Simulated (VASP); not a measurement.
Crystal: Co.

```
CELL_PARAMETERS angstrom
2.45839 0.00000 0.00000
-1.22920 2.12903 0.00000
0.00000 0.00000 3.96069
ATOMIC_POSITIONS crystal
Co 0.33333 0.66667 0.25000
Co 0.66667 0.33333 0.75000
```

Base run:

| Item | Value |
| --- | --- |
| Program | VASP 6.6.1 |
| Functional | PBE |
| Potentials or basis | VASP PAW PBE potentials, release 64 (Co) |
| Cutoff | 520 eV |
| k mesh | 15 × 15 × 8 |
| Occupations | fermi-dirac, width 0.1 eV |
| Spin | no spin polarisation |

Its results: band gap on the k mesh zero (band 9 reaches 11.23 eV, above the bottom of band 10 at 9.68 eV); pressure -0.8 GPa.

Question: The run is repeated on the same cell with these changes: occupations from fermi-dirac, width 0.1 eV to gaussian, width 0.03 eV. What comes out?

Answer: Band gap on the k mesh zero (band 9 reaches 11.21 eV, above the bottom of band 10 at 9.67 eV); pressure -1.9 GPa.

Caveats: the run has no spin polarisation, though such a crystal can be magnetic.
